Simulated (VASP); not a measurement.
Wanted: the native input for a VASP 6.6.1 run.

* Task: single point
* Functional: LDA
* Potentials or basis: VASP PAW LDA potentials, release 64 (Zn)
* Cutoff: 520 eV
* k mesh: 16 × 16 × 8
* Occupations: fermi-dirac, width 0.03 eV
* Spin: no spin polarisation
* Dipole correction: no
* Further INCAR settings: ALGO = Normal; EDIFF = 1e-06; NBANDS = 19

The structure of Zn lies in POSCAR:

```
Zn
1.0
    2.6647980532      0.0000000000      0.0000000000
   -1.3323990266      2.3077828100      0.0000000000
    0.0000000000      0.0000000000      4.9467000000
Zn
2
Direct
    0.3333333333      0.6666666667      0.2500000000
    0.6666666667      0.3333333333      0.7500000000
```

These files were run (other wordings do the same):

INCAR

```
PREC     = Accurate       # precision mode
ENCUT    = 520            # plane-wave cutoff, eV
EDIFF    = 1E-6           # SCF threshold, eV
ISMEAR   = -1             # smearing method
SIGMA    = 0.03           # smearing width, eV
LREAL    = F              # projectors in reciprocal space
LASPH    = T              # aspherical terms in the spheres
NELM     = 100            # most SCF steps
ALGO     = Normal         # electronic algorithm
ISIF     = 2              # what is computed and relaxed
LWAVE    = F              # write WAVECAR
LCHARG   = F              # write CHGCAR
GGA      = CA             # functional
NBANDS   = 19             # bands
```

KPOINTS

```
Automatic mesh
0
Gamma
  16 16 8
```

Potentials or basis: VASP PAW LDA potentials, release 64 (Zn).

Launch:

```bash
$ cat potpaw_LDA.64/Zn/POTCAR > POTCAR
$ mpirun -np 1 vasp_std > vasp.out
```

It gave:

- Pressure: -8.6 GPa
- Band gap on the k mesh: zero (band 12 reaches 4.11 eV, above the bottom of band 13 at -0.22 eV)

It took 27 s on 1 thread of AMD EPYC 9R45 96-Core Processor (Zen 5), on a shared host, peak memory 0.15 GiB.
